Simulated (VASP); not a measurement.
**Mg: single point with LDA**

Crystal: Mg.

```
Mg
1.0
     3.25153    0.00000    0.00000
    -1.62577    2.81591    0.00000
     0.00000    0.00000    5.27886
Mg
2
Direct
  0.66667 0.33333 0.75000
  0.33333 0.66667 0.25000
```

```json
{
  "Program": "VASP 6.6.1",
  "Task": "single point",
  "Functional": "LDA",
  "Potentials or basis": "VASP PAW LDA potentials, release 64 (Mg)",
  "Cutoff": "520 eV",
  "k mesh": "10 × 10 × 5",
  "Occupations": "fermi-dirac, width 0.05 eV",
  "Spin": "no spin polarisation"
}
```

```yaml
Pressure: -3.7 GPa
Band_gap_on_the_k_mesh: zero (band 2 reaches 2.91 eV, above the bottom of band 3 at 0.93 eV)
```

Stress tensor (GPa, compression positive):
```
-4.19  0.00  0.00
 0.00 -4.19  0.00
 0.00  0.00 -2.83
```

Levels at points of the mesh, in eV from the Fermi level:
```
           k point  band 1  band 2  band 3  band 4  band 5  band 6  band 7
(0.00, 0.00, 0.00)   -6.73   -1.59   -1.31   10.51   10.51   10.58   10.58
(0.50, 0.00, 0.00)   -2.13   -2.06    2.56    3.02    3.06    3.48    6.52
```

It took 7.6 s on 1 thread of Intel(R) Xeon(R) Platinum 8488C (Sapphire Rapids), with other jobs on the host, peak memory 0.14 GiB.
